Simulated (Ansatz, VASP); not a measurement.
## One calculation of TaN, two programs

```
CELL_PARAMETERS angstrom
0.00000 2.16710 2.21132
2.16710 0.00000 2.21132
2.16710 2.16710 0.00000
ATOMIC_POSITIONS crystal
Ta 0.50000 0.50000 0.50000
N 0.00000 0.00000 0.00000
```

Alike in both runs: functional PBE; k mesh 9 × 9 × 9; occupations fermi-dirac, width 0.05 eV; no spin polarisation.

|  | VASP | Ansatz |
| --- | --- | --- |
| version | VASP 6.6.1 | Ansatz 0.2.0 |
| potentials or method | VASP PAW PBE potentials, release 64 (Ta_sv_GW, N) | Ansatz PAW |
| plane-wave cutoff (eV) | 600 | 420 |
| valence electrons in the cell | 18 | 18 |
| task | single point | band structure |

VASP gave:

- gap on the k mesh at the Fermi level (eV): none
- pressure (GPa): 13.5
- traceless stress, the component that is largest in VASP (GPa): -9.83

Estimate Ansatz's values.

gap on the k mesh at the Fermi level (eV): none; pressure (GPa): 13.4; traceless stress, the component that is largest in VASP (GPa): -9.81.

A gap of «none» marks a metal or a gap that the smearing closes. With one functional, cell and mesh, what is left measures potentials, basis and numerics.

Spin-orbit coupling is off throughout.
